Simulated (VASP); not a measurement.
# HfC (Fm-3m) in VASP: a series of runs

HfC is run at these levels: PBE, PBEsol; tasks: single point.

Everything below comes from runs of VASP 6.6.1. Logs are shortened: lines on timing, memory, paths and dates and some standing lists are left out, and cuts for length are marked.

**1. The cell of the first run**

The structure is cubic, space group Fm-3m (No. 225). The conventional cell has a = 4.650 Å, b = 4.650 Å, c = 4.650 Å, α = 90.00°, β = 90.00°, γ = 90.00°. Hf (site symmetry m-3m) has 6 C at 2.33 Å within 3.1 Å. Within 3.1 Å of C (site symmetry m-3m) lie 6 Hf at 2.33 Å.

**2. Single point, PBE**

The input, INCAR:

```
PREC = Accurate
ENCUT = 600
EDIFF = 1E-6
ISMEAR = -1
SIGMA = 0.02
LREAL = F
LASPH = T
NELM = 120
ALGO = Normal
ISIF = 2
LWAVE = F
LCHARG = F
GGA = PE
NBANDS = 14
GGA_COMPAT = F
```

The input, KPOINTS:

```
regular mesh
0
Gamma
  6 6 6
```

The input, POSCAR:

```
HfC
1.0
    0.0000000000      2.3250000000      2.3250000000
    2.3250000000      0.0000000000      2.3250000000
    2.3250000000      2.3250000000      0.0000000000
Hf C
1 1
Direct
    0.5000000000      0.5000000000      0.5000000000
    0.0000000000      0.0000000000      0.0000000000
```

Potentials or basis: VASP PAW PBE potentials, release 64 (Hf_pv, C).

Launch:

```sh
$ cat potpaw_PBE.64/Hf_pv/POTCAR potpaw_PBE.64/C/POTCAR > POTCAR
$ mpirun -np 1 vasp_std > vasp.out
```

OUTCAR:

```text
PREC = Accurate
   ENCUT = 600
   EDIFF = 1E-6
   ISMEAR = -1
   LREAL = F
   LASPH = T
   NELM = 120
   ISIF = 2
   GGA = PE

 ion  position               nearest neighbor table
   1  0.500  0.500  0.500-   2 2.33   2 2.33   2 2.33   2 2.33   2 2.33   2 2.33
   2  0.000  0.000  0.000-   1 2.33   1 2.33   1 2.33   1 2.33   1 2.33   1 2.33

  LATTYP: Found a face centered cubic cell.
 ALAT       =     4.6500000000

  Lattice vectors:

 A1 = (   0.0000000000,   2.3250000000,   2.3250000000)
 A2 = (   2.3250000000,   0.0000000000,   2.3250000000)
 A3 = (   2.3250000000,   2.3250000000,   0.0000000000)

Analysis of symmetry for initial positions (statically):
=====================================================================
 Subroutine PRICEL returns:
 Original cell was already a primitive cell.

 Routine SETGRP: Setting up the symmetry group for a
 face centered cubic supercell.

 Subroutine GETGRP returns: Found 48 space group operations
 (whereof 48 operations were pure point group operations)
 out of a pool of 48 trial point group operations.

The static configuration has the point symmetry O_h .

Analysis of symmetry for dynamics (positions and initial velocities):
=====================================================================
 Subroutine PRICEL returns:
 Original cell was already a primitive cell.

 Routine SETGRP: Setting up the symmetry group for a
 face centered cubic supercell.

 Subroutine GETGRP returns: Found 48 space group operations
 (whereof 48 operations were pure point group operations)
 out of a pool of 48 trial point group operations.

The dynamic configuration has the point symmetry O_h .

 Subroutine INISYM returns: Found 48 space group operations
 (whereof 48 operations are pure point group operations),
 and found     1 'primitive' translations

----------------------------------------------------------------------------------------

                                     Primitive cell

  volume of cell :      25.1362

  direct lattice vectors                    reciprocal lattice vectors
     0.000000000  2.325000000  2.325000000    -0.215053763  0.215053763  0.215053763
     2.325000000  0.000000000  2.325000000     0.215053763 -0.215053763  0.215053763
     2.325000000  2.325000000  0.000000000     0.215053763  0.215053763 -0.215053763

  length of vectors
     3.288046533  3.288046533  3.288046533     0.372484045  0.372484045  0.372484045

  position of ions in fractional coordinates (direct lattice)
     0.500000000  0.500000000  0.500000000
     0.000000000  0.000000000  0.000000000

  ion indices of the primitive-cell ions
   primitive index   ion index
                 1           1
                 2           2

----------------------------------------------------------------------------------------

 KPOINTS: regular mesh

Automatic generation of k-mesh.
 Grid dimensions read from file:
 generate k-points for:    6    6    6

 Generating k-lattice:

  Cartesian coordinates                     Fractional coordinates (reciprocal lattice)
    -0.035842294  0.035842294  0.035842294     0.166666667  0.000000000  0.000000000
     0.035842294 -0.035842294  0.035842294     0.000000000  0.166666667  0.000000000
     0.035842294  0.035842294 -0.035842294     0.000000000  0.000000000  0.166666667

  Length of vectors
     0.062080674  0.062080674  0.062080674

  Shift w.r.t. Gamma in fractional coordinates (k-lattice)
     0.000000000  0.000000000  0.000000000

 Subroutine IBZKPT returns following result:
 ===========================================

 Found     16 irreducible k-points:

 Following reciprocal coordinates:
            Coordinates               Weight
  0.000000  0.000000  0.000000      1.000000
  0.166667  0.000000  0.000000      8.000000
  0.333333  0.000000  0.000000      8.000000
  0.500000  0.000000  0.000000      4.000000
  0.166667  0.166667  0.000000      6.000000
  0.333333  0.166667  0.000000     24.000000
[... 8 lines left out ...]
 -0.333333  0.333333  0.166667     24.000000
 -0.333333  0.500000  0.166667     12.000000
   k-points           NKPTS =     16   k-points in BZ     NKDIM =     16   number of bands    NBANDS=     14
   number of dos      NEDOS =    301   number of ions     NIONS =      2
   total plane-waves  NPLWV =  21952
   dimension x,y,z NGX =    28 NGY =   28 NGZ =   28
   dimension x,y,z NGXF=    56 NGYF=   56 NGZF=   56
   ions per type =               1   1
   NGX,Y,Z   is equivalent  to a cutoff of  14.16, 14.16, 14.16 a.u.
   NGXF,Y,Z  is equivalent  to a cutoff of  28.31, 28.31, 28.31 a.u.
 SYSTEM =  unknown system
   PREC   = accura    normal or accurate (medium, high low for compatibility)
   ISTART =      0    job   : 0-new  1-cont  2-samecut
   ICHARG =      2    charge: 1-file 2-atom 10-const
   ISPIN  =      1    spin polarized calculation?
   LNONCOLLINEAR =      F non collinear calculations
   LSORBIT =      F    spin-orbit coupling
   LASPH  =      T    aspherical Exc in radial PAW
   ENCUT  =  600.0 eV  44.10 Ry    6.64 a.u.   6.57  6.57  6.57*2*pi/ulx,y,z
   NELM   =    120;   NELMIN=  2; NELMDL= -5     # of ELM steps
   EDIFF  = 0.1E-05   stopping-criterion for ELM
   LREAL  =      F    real-space projection
   EDIFFG = 0.1E-04   stopping-criterion for IOM
   NSW    =      0    number of steps for IOM
   IBRION =     -1    ionic relax: 0-MD 1-quasi-New 2-CG
   NFREE  =      0    steps in history (QN), initial steepest desc. (CG)
   ISIF   =      2    stress and relaxation
   ISYM   =      2    0-nonsym 1-usesym 2-fastsym
   POTIM  = 0.5000    time-step for ionic-motion
   TEBEG  =    0.0;   TEEND  =   0.0 temperature during run
   PSTRESS=    0.0 pullay stress
   NELECT =      14.0000    total number of electrons
   NUPDOWN=      -1.0000    fix difference up-down
   EMIN   =  10.00;   EMAX   =-10.00  energy-range for DOS
   EFERMI =   0.00;   METHOD = LEGACY
   ISMEAR =    -1;   SIGMA  =   0.02  broadening in eV -4-tet -1-fermi 0-gaus
   EFERMI_NEDOS =   21; number of points for ismear=-14 and -15
   IALGO  =     38    algorithm
   IMIX   =      4    mixing-type and parameters
     AMIX     =   0.40;   BMIX     =  1.00
     AMIX_MAG =   1.60;   BMIX_MAG =  1.00
  volume/ion in A,a.u.               =      12.57        84.81
  Fermi-wavevector in a.u.,A,eV,Ry     =   1.346949  2.545365 24.684672  1.814272
  Thomas-Fermi vector in A             =   2.474740
   LORBIT       =      0    0 simple, 1 ext, 2 COOP (PROOUT), +10 PAW based schemes
   GGA     = PE    functional components
   LHFCALC =     F    Hartree Fock is set to
   AEXX    =    0.0000 exact exchange contribution
   IVDW    =     0    specifies the selected vdW correction
   LEPSILON=     F    determine dielectric tensor
   LRPA    =     F    only Hartree local field effects (RPA)
 non-spin polarized calculation
  energy-cutoff  :      600.00
  volume of cell :       25.14
 maximum number of plane-waves:       869
 NGX is ok and might be reduce to    28
   NGX = 13   NGY = 13   NGZ = 13

 number of electron      14.0000000 magnetization

 Free energy of the ion-electron system (eV)
  ---------------------------------------------------
  ext. energy  EPLUGINS =         0.00000000
  ---------------------------------------------------
  free energy    TOTEN  =       -21.03373363 eV

  energy without entropy =      -21.03331630  energy(sigma->0) =      -21.03352497

 E-fermi :   5.8002     XC(G=0): -12.2838

 val. band max:        5.7230799116   @ k =   0.1667   0.1667   0.0000
 cond. band min:       5.8629572278   @ k =   0.5000   0.5000   0.0000
 fundamental gap:      0.1398773162
 Fermi energy:         5.8001883251

 k-point     1 :       0.0000    0.0000    0.0000
  band No.  band energies     occupation
      1     -23.6199      2.00000
      2     -23.6199      2.00000
      3     -23.6199      2.00000
      4      -6.3514      2.00000
      5       6.9612      0.00000
      6       6.9612      0.00000
      7       6.9612      0.00000
      8       7.3438      0.00000
      9       7.3438      0.00000
     10       7.3438      0.00000
     11       9.3439      0.00000
     12       9.3439      0.00000
     13      12.7862      0.00000
     14      16.9537      0.00000

 k-point     2 :       0.1667    0.0000    0.0000
  band No.  band energies     occupation
      1     -23.7976      2.00000
      2     -23.6372      2.00000
      3     -23.6372      2.00000
      4      -5.6791      2.00000
      5       4.4052      2.00000
      6       5.1249      2.00000
      7       5.1249      2.00000
      8       8.2037      0.00000
      9       8.2037      0.00000
     10       8.4791      0.00000
     11      11.7360      0.00000
     12      11.7360      0.00000
     13      14.0959      0.00000
     14      18.7017      0.00000

 k-point     3 :       0.3333    0.0000    0.0000
  band No.  band energies     occupation
      1     -24.1344      2.00000
      2     -23.6715      2.00000
      3     -23.6715      2.00000
      4      -4.0145      2.00000
      5       1.5487      2.00000
      6       3.5323      2.00000
      7       3.5323      2.00000
      8       9.6429      0.00000
      9       9.9639      0.00000
     10       9.9639      0.00000
     11      14.9497      0.00000
     12      15.2072      0.00000
     13      15.2072      0.00000
     14      19.6628      0.00000
[... 188 lines left out ...]
 k-point    15 :      -0.3333    0.3333    0.1667
  band No.  band energies     occupation
      1     -24.1289      2.00000
      2     -23.9498      2.00000
      3     -23.7906      2.00000
      4      -3.4623      2.00000
      5       1.7045      2.00000
      6       3.2448      2.00000
      7       3.6425      2.00000
      8       9.6729      0.00000
      9       9.7162      0.00000
     10      12.3174      0.00000
     11      14.3852      0.00000
     12      14.6411      0.00000
     13      18.1546      0.00000
     14      19.1529      0.00000

 k-point    16 :      -0.3333    0.5000    0.1667
  band No.  band energies     occupation
      1     -24.1234      2.00000
      2     -23.9433      2.00000
      3     -23.8610      2.00000
      4      -3.9201      2.00000
      5       3.2534      2.00000
      6       3.4424      2.00000
      7       3.5795      2.00000
      8       7.9647      0.00000
      9      11.2148      0.00000
     10      12.6966      0.00000
     11      12.7137      0.00000
     12      14.4326      0.00000
     13      17.5224      0.00000
     14      19.1120      0.00000

------------------------ aborting loop because EDIFF is reached ----------------------------------------

  FORCE on cell =-STRESS in cart. coord.  units (eV):
  Direction    XX          YY          ZZ          XY          YZ          ZX
  --------------------------------------------------------------------------------------
  -------------------------------------------------------------------------------------
  Total       -0.0896966     -0.0896966     -0.0896966      0.0000000     -0.0000000     -0.0000000
  in kB       -5.7172583     -5.7172583     -5.7172583      0.0000000     -0.0000000     -0.0000000
  external PRESSURE =      -5.7172583 kB  Pullay stress =       0.0000000 kB

 VOLUME and BASIS-vectors are now :
 -----------------------------------------------------------------------------
  energy-cutoff  :      600.00
  volume of cell :       25.14
      direct lattice vectors                 reciprocal lattice vectors
     0.000000000  2.325000000  2.325000000    -0.215053763  0.215053763  0.215053763
     2.325000000  0.000000000  2.325000000     0.215053763 -0.215053763  0.215053763
     2.325000000  2.325000000  0.000000000     0.215053763  0.215053763 -0.215053763

 POSITION                                       TOTAL-FORCE (eV/Angst)
 -----------------------------------------------------------------------------------
      2.32500      2.32500      2.32500        -0.000000      0.000000     -0.000000
      0.00000      0.00000      0.00000         0.000000     -0.000000      0.000000
 -----------------------------------------------------------------------------------
    total drift:                                0.000000      0.000000      0.000000

  FREE ENERGIE OF THE ION-ELECTRON SYSTEM (eV)
  ---------------------------------------------------
  free  energy   TOTEN  =       -21.0337336328 eV

  energy  without entropy=      -21.0333163043  energy(sigma->0) =      -21.03352497
```

Wall time 8.5 s (1 thread of Intel Xeon 6975P-C, shared host); peak memory 0.16 GiB.

Results:

- Free energy: -21.0337 eV
- Pressure: -0.6 GPa
- Band gap on the k mesh: zero (band 7 reaches 6.96 eV, above the bottom of band 8 at 5.60 eV)

Caveat: the k points lie up to 0.39 Å⁻¹ apart; spin-orbit coupling is left out, which moves the levels of the heavy elements.

(Part 1 of 2 ends here.)
